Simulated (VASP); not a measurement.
A run of VASP 6.6.1 is set up as follows.

File INCAR:

```
  ALGO = Normal
  EDIFF = 1E-6
  ENCUT = 520
  GGA = PE
  ISIF = 2
  ISMEAR = 0
  LASPH = True
  LCHARG = True
  LELF = True
  LREAL = False
  LVHAR = True
  LWAVE = False
  NBANDS = 23
  NELM = 100
  PREC = Accurate
  SIGMA = 0.2
```

The input KPOINTS:

```
k-points
0
Gamma
  4 4 4
```

POSCAR

```
CdTe3
1.0
    5.6739848798      0.0000000000      0.0000000000
    0.0000000000      5.6739848798      0.0000000000
    0.0000000000      0.0000000000      5.6739848798
Cd Te
1 3
Direct
    0.0000000000      0.0000000000      0.0000000000
    0.5000000000      0.0000000000      0.0000000000
    0.0000000000      0.5000000000      0.0000000000
    0.0000000000      0.0000000000      0.5000000000
```

Potentials or basis: VASP PAW PBE potentials, release 64 (Cd, Te).

Launch:

```console
$ cat potpaw_PBE.64/Cd/POTCAR potpaw_PBE.64/Te/POTCAR > POTCAR
$ mpirun -np 1 vasp_std > vasp.out
```

(1) What does it give for the pressure?

(2) What does it give for the band gap on the k mesh?

Answers

(1) 0.4 GPa.

(2) zero (bands 15 and 16 overlap by 1.05 eV).

Caveat: spin-orbit coupling is left out, which moves the levels of the heavy elements.
